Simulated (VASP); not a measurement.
# Nb2Te2S (P-3m1) in VASP: single point with PBE

Aim: the single point of Nb2Te2S with PBE.

Program: VASP 6.6.1. These are calculated values, not measurements. Logs are shortened: lines on timing, memory, paths and dates and some standing lists are left out, and cuts for length are marked.

### 1 The cell of the first run

Symmetry: P-3m1, No. 164, trigonal system. The conventional cell has a = 4.154 Å, b = 4.154 Å, c = 7.350 Å, α = 90.00°, β = 90.00°, γ = 120.00°. Within 3.2 Å of Nb (site symmetry 3m) lie 4 Te at 2.43 to 2.49 Å. Te (site symmetry 3m) has 4 Nb at 2.43 to 2.49 Å and 3 Te at 2.98 Å within 3.2 Å. Within 4.2 Å of S (site symmetry -3m) lie 6 Nb at 3.21 Å and 6 Te at 3.68 Å and 6 S at 4.15 Å.

### 2 Single point, PBE

File INCAR:

```
SYSTEM = Nb2Te2S
PREC     = Accurate       ! precision mode
ENCUT    = 520            ! plane-wave cutoff, eV
EDIFF    = 1E-6           ! SCF threshold, eV
ISMEAR   = 0              ! smearing method
SIGMA    = 0.1            ! smearing width, eV
LREAL    = .False.        ! projectors in reciprocal space
LASPH    = .True.         ! aspherical terms in the spheres
NELM     = 100            ! most SCF steps
ALGO     = Normal         ! electronic algorithm
ISIF     = 2              ! what is computed and relaxed
LWAVE    = .False.        ! write WAVECAR
LCHARG   = .False.        ! write CHGCAR
GGA      = PE             ! functional
NBANDS   = 30             ! bands
```

File KPOINTS:

```
Automatic mesh
0
Gamma
  6 6 4
  0 0 0
```

File POSCAR:

```
Nb2Te2S
1.0
    4.1535428100      0.0000000000      0.0000000000
   -2.0767714000      3.5970735900      0.0000000000
    0.0000000000      0.0000000000      7.3504732900
Nb Te S
2 2 1
Direct
    0.3333333300      0.6666666700      0.2899999900
    0.6666666700      0.3333333300      0.7100000100
    0.3333333300      0.6666666700      0.6200000000
    0.6666666700      0.3333333300      0.3800000000
    0.0000000000      0.0000000000      0.0000000000
```

Potentials or basis: VASP PAW PBE potentials, release 64 (Nb_sv, Te, S).

Started as:

```console
$ cat potpaw_PBE.64/Nb_sv/POTCAR potpaw_PBE.64/Te/POTCAR potpaw_PBE.64/S/POTCAR > POTCAR
$ mpirun -np 1 vasp_std > vasp.out
```

OUTCAR:

```text
SYSTEM = Nb2Te2S
   PREC = Accurate
   ENCUT = 520
   EDIFF = 1E-6
   ISMEAR = 0
   LREAL = .False.
   LASPH = .True.
   NELM = 100
   ISIF = 2
   GGA = PE

 ion  position               nearest neighbor table
   1  0.333  0.667  0.290-   3 2.43   4 2.49   4 2.49   4 2.49
   2  0.667  0.333  0.710-   4 2.43   3 2.49   3 2.49   3 2.49
   3  0.333  0.667  0.620-   1 2.43   2 2.49   2 2.49   2 2.49   4 2.98   4 2.98   4 2.98
   4  0.667  0.333  0.380-   2 2.43   1 2.49   1 2.49   1 2.49   3 2.98   3 2.98   3 2.98
   5  0.000  0.000  0.000-

  LATTYP: Found a hexagonal cell.
 ALAT       =     4.1535428100
 C/A-ratio  =     1.7696876200

  Lattice vectors:

 A1 = (   4.1535428100,   0.0000000000,   0.0000000000)
 A2 = (  -2.0767714000,   3.5970735900,   0.0000000000)
 A3 = (   0.0000000000,   0.0000000000,   7.3504732900)

Analysis of symmetry for initial positions (statically):
=====================================================================
 Subroutine PRICEL returns:
 Original cell was already a primitive cell.

 Routine SETGRP: Setting up the symmetry group for a
 hexagonal supercell.

 Subroutine GETGRP returns: Found 12 space group operations
 (whereof 12 operations were pure point group operations)
 out of a pool of 24 trial point group operations.

The static configuration has the point symmetry D_3d.

Analysis of symmetry for dynamics (positions and initial velocities):
=====================================================================
 Subroutine PRICEL returns:
 Original cell was already a primitive cell.

 Routine SETGRP: Setting up the symmetry group for a
 hexagonal supercell.

 Subroutine GETGRP returns: Found 12 space group operations
 (whereof 12 operations were pure point group operations)
 out of a pool of 24 trial point group operations.

The dynamic configuration has the point symmetry D_3d.

 Subroutine INISYM returns: Found 12 space group operations
 (whereof 12 operations are pure point group operations),
 and found     1 'primitive' translations

----------------------------------------------------------------------------------------

                                     Primitive cell

  volume of cell :     109.8205

  direct lattice vectors                    reciprocal lattice vectors
     4.153542810  0.000000000  0.000000000     0.240758323  0.139001882  0.000000000
    -2.076771400  3.597073590  0.000000000     0.000000000  0.278003765  0.000000000
     0.000000000  0.000000000  7.350473290     0.000000000  0.000000000  0.136045661

  length of vectors
     4.153542810  4.153542808  7.350473290     0.278003765  0.278003765  0.136045661

  position of ions in fractional coordinates (direct lattice)
     0.333333330  0.666666670  0.289999990
     0.666666670  0.333333330  0.710000010
     0.333333330  0.666666670  0.620000000
     0.666666670  0.333333330  0.380000000
     0.000000000  0.000000000  0.000000000

  ion indices of the primitive-cell ions
   primitive index   ion index
                 1           1
                 2           2
                 3           3
                 4           4
                 5           5

----------------------------------------------------------------------------------------

 KPOINTS: Automatic mesh

Automatic generation of k-mesh.
 Grid dimensions read from file:
 generate k-points for:    6    6    4

 Generating k-lattice:

  Cartesian coordinates                     Fractional coordinates (reciprocal lattice)
     0.040126387  0.023166980  0.000000000     0.166666667  0.000000000  0.000000000
     0.000000000  0.046333961  0.000000000     0.000000000  0.166666667  0.000000000
     0.000000000  0.000000000  0.034011415     0.000000000  0.000000000  0.250000000

  Length of vectors
     0.046333961  0.046333961  0.034011415

  Shift w.r.t. Gamma in fractional coordinates (k-lattice)
     0.000000000  0.000000000  0.000000000

 Subroutine IBZKPT returns following result:
 ===========================================

 Found     24 irreducible k-points:

 Following reciprocal coordinates:
            Coordinates               Weight
  0.000000  0.000000  0.000000      1.000000
  0.166667  0.000000  0.000000      6.000000
  0.333333  0.000000  0.000000      6.000000
  0.500000  0.000000  0.000000      3.000000
  0.166667  0.166667  0.000000      6.000000
  0.333333  0.166667  0.000000     12.000000
[... 16 lines left out ...]
  0.333333  0.166667  0.500000     12.000000
  0.333333  0.333333  0.500000      2.000000
   k-points           NKPTS =     24   k-points in BZ     NKDIM =     24   number of bands    NBANDS=     30
   number of dos      NEDOS =    301   number of ions     NIONS =      5
   total plane-waves  NPLWV =  57344
   dimension x,y,z NGX =    32 NGY =   32 NGZ =   56
   dimension x,y,z NGXF=    64 NGYF=   64 NGZF=  112
   ions per type =               2   2   1
   NGX,Y,Z   is equivalent  to a cutoff of  12.81, 12.81, 12.67 a.u.
   NGXF,Y,Z  is equivalent  to a cutoff of  25.62, 25.62, 25.33 a.u.
 SYSTEM =  Nb2Te2S
   PREC   = accura    normal or accurate (medium, high low for compatibility)
   ISTART =      0    job   : 0-new  1-cont  2-samecut
   ICHARG =      2    charge: 1-file 2-atom 10-const
   ISPIN  =      1    spin polarized calculation?
   LNONCOLLINEAR =      F non collinear calculations
   LSORBIT =      F    spin-orbit coupling
   LASPH  =      T    aspherical Exc in radial PAW
   ENCUT  =  520.0 eV  38.22 Ry    6.18 a.u.   7.72  7.72 13.67*2*pi/ulx,y,z
   NELM   =    100;   NELMIN=  2; NELMDL= -5     # of ELM steps
   EDIFF  = 0.1E-05   stopping-criterion for ELM
   LREAL  =      F    real-space projection
   EDIFFG = 0.1E-04   stopping-criterion for IOM
   NSW    =      0    number of steps for IOM
   IBRION =     -1    ionic relax: 0-MD 1-quasi-New 2-CG
   NFREE  =      0    steps in history (QN), initial steepest desc. (CG)
   ISIF   =      2    stress and relaxation
   ISYM   =      2    0-nonsym 1-usesym 2-fastsym
   POTIM  = 0.5000    time-step for ionic-motion
   TEBEG  =    0.0;   TEEND  =   0.0 temperature during run
   PSTRESS=    0.0 pullay stress
   NELECT =      44.0000    total number of electrons
   NUPDOWN=      -1.0000    fix difference up-down
   EMIN   =  10.00;   EMAX   =-10.00  energy-range for DOS
   EFERMI =   0.00;   METHOD = LEGACY
   ISMEAR =     0;   SIGMA  =   0.10  broadening in eV -4-tet -1-fermi 0-gaus
   EFERMI_NEDOS =   21; number of points for ismear=-14 and -15
   IALGO  =     38    algorithm
   IMIX   =      4    mixing-type and parameters
     AMIX     =   0.40;   BMIX     =  1.00
     AMIX_MAG =   1.60;   BMIX_MAG =  1.00
  volume/ion in A,a.u.               =      21.96       148.22
  Fermi-wavevector in a.u.,A,eV,Ry     =   1.206881  2.280675 19.817741  1.456563
  Thomas-Fermi vector in A             =   2.342536
   LORBIT       =      0    0 simple, 1 ext, 2 COOP (PROOUT), +10 PAW based schemes
   GGA     = PE    functional components
   LHFCALC =     F    Hartree Fock is set to
   AEXX    =    0.0000 exact exchange contribution
   IVDW    =     0    specifies the selected vdW correction
   LEPSILON=     F    determine dielectric tensor
   LRPA    =     F    only Hartree local field effects (RPA)
 non-spin polarized calculation
 Gauss-broadening in eV      SIGMA  =   0.10
  energy-cutoff  :      520.00
  volume of cell :      109.82
 maximum number of plane-waves:      3016
 NGX is ok and might be reduce to    32
   NGX = 15   NGY = 15   NGZ = 27

 number of electron      44.0000000 magnetization

 Free energy of the ion-electron system (eV)
  ---------------------------------------------------
  ext. energy  EPLUGINS =         0.00000000
  ---------------------------------------------------
  free energy    TOTEN  =       -24.42277568 eV

  energy without entropy =      -24.38013864  energy(sigma->0) =      -24.40145716

 E-fermi :   9.1054     XC(G=0): -10.6090

 val. band max:        9.0909959872   @ k =   0.5000   0.0000   0.5000
 cond. band min:       9.1071574777   @ k =   0.1667   0.1667   0.0000
 fundamental gap:      0.0161614905
 Fermi energy:         9.1054120468

 k-point     1 :       0.0000    0.0000    0.0000
  band No.  band energies     occupation
      1     -45.7628      2.00000
      2     -45.7514      2.00000
      3     -22.2853      2.00000
      4     -22.1466      2.00000
      5     -21.9531      2.00000
      6     -21.9531      2.00000
[... 22 lines left out ...]
     29      12.9741      0.00000
     30      14.1607      0.00000

 k-point     2 :       0.1667    0.0000    0.0000
  band No.  band energies     occupation
      1     -45.7610      2.00000
      2     -45.7509      2.00000
      3     -22.2775      2.00000
      4     -22.1541      2.00000
      5     -21.9728      2.00000
      6     -21.9596      2.00000
[... 22 lines left out ...]
     29      13.6281      0.00000
     30      13.8500      0.00000

 k-point     3 :       0.3333    0.0000    0.0000
  band No.  band energies     occupation
      1     -45.7570      2.00000
      2     -45.7504      2.00000
      3     -22.2573      2.00000
      4     -22.1761      2.00000
      5     -22.0093      2.00000
      6     -21.9898      2.00000
[... 22 lines left out ...]
     29      12.4402      0.00000
     30      13.1280      0.00000

 k-point     4 :       0.5000    0.0000    0.0000
  band No.  band energies     occupation
      1     -45.7545      2.00000
      2     -45.7507      2.00000
      3     -22.2401      2.00000
      4     -22.1962      2.00000
      5     -22.0253      2.00000
      6     -22.0103      2.00000
[... 616 lines left out ...]
     29      12.8791      0.00000
     30      13.0160      0.00000

 k-point    23 :       0.3333    0.1667    0.5000
  band No.  band energies     occupation
      1     -45.7545      2.00000
      2     -45.7507      2.00000
      3     -22.2404      2.00000
      4     -22.1956      2.00000
      5     -22.0168      2.00000
      6     -22.0052      2.00000
[... 22 lines left out ...]
     29      12.8757      0.00000
     30      13.0016      0.00000

 k-point    24 :       0.3333    0.3333    0.5000
  band No.  band energies     occupation
      1     -45.7520      2.00000
      2     -45.7520      2.00000
      3     -22.2182      2.00000
      4     -22.2182      2.00000
      5     -22.0096      2.00000
      6     -22.0096      2.00000
[... 22 lines left out ...]
     29      13.3110      0.00000
     30      13.3110      0.00000

------------------------ aborting loop because EDIFF is reached ----------------------------------------

  FORCE on cell =-STRESS in cart. coord.  units (eV):
  Direction    XX          YY          ZZ          XY          YZ          ZX
  --------------------------------------------------------------------------------------
  -------------------------------------------------------------------------------------
  Total       24.0181997     24.0181997     24.2946076      0.0000000      0.0000000      0.0000000
  in kB      350.4029195    350.4029197    354.4354510      0.0000005      0.0000000      0.0000000
  external PRESSURE =     351.7470967 kB  Pullay stress =       0.0000000 kB

 VOLUME and BASIS-vectors are now :
 -----------------------------------------------------------------------------
  energy-cutoff  :      520.00
  volume of cell :      109.82
      direct lattice vectors                 reciprocal lattice vectors
     4.153542810  0.000000000  0.000000000     0.240758323  0.139001882  0.000000000
    -2.076771400  3.597073590  0.000000000     0.000000000  0.278003765  0.000000000
     0.000000000  0.000000000  7.350473290     0.000000000  0.000000000  0.136045661

 POSITION                                       TOTAL-FORCE (eV/Angst)
 -----------------------------------------------------------------------------------
     -0.00000      2.39805      2.13164         0.000000     -0.000000     -8.436379
      2.07677      1.19902      5.21884        -0.000000      0.000000      8.436379
     -0.00000      2.39805      4.55729         0.000000      0.000000      4.487696
      2.07677      1.19902      2.79318         0.000000     -0.000000     -4.487696
      0.00000      0.00000      0.00000         0.000000      0.000000      0.000000
 -----------------------------------------------------------------------------------
    total drift:                               -0.000000      0.000000     -0.000000

  FREE ENERGIE OF THE ION-ELECTRON SYSTEM (eV)
  ---------------------------------------------------
  free  energy   TOTEN  =       -24.4227756808 eV

  energy  without entropy=      -24.3801386427  energy(sigma->0) =      -24.40145716
```

It took 39 s on 1 thread of Intel Xeon 6975P-C (Granite Rapids), shared host; peak memory 0.26 GiB.

Results:

| Property | Result |
| --- | --- |
| Free energy | -24.4228 eV |
| Pressure | 35.2 GPa |
| Largest force | 8.436 eV/Å |
| Band gap on the k mesh | zero (band 22 reaches 9.33 eV, above the bottom of band 23 at 8.90 eV) |

Forces on the atoms (eV/Å):
```
Nb   0.000  0.000 -8.436
Nb   0.000  0.000  8.436
Te   0.000  0.000  4.488
Te   0.000  0.000 -4.488
S    0.000  0.000  0.000
```

Caveat: spin-orbit coupling is left out, which moves the levels of the heavy elements; forces of over 1 eV/Å act on the atoms, so gaps and moduli don't describe the material at rest.
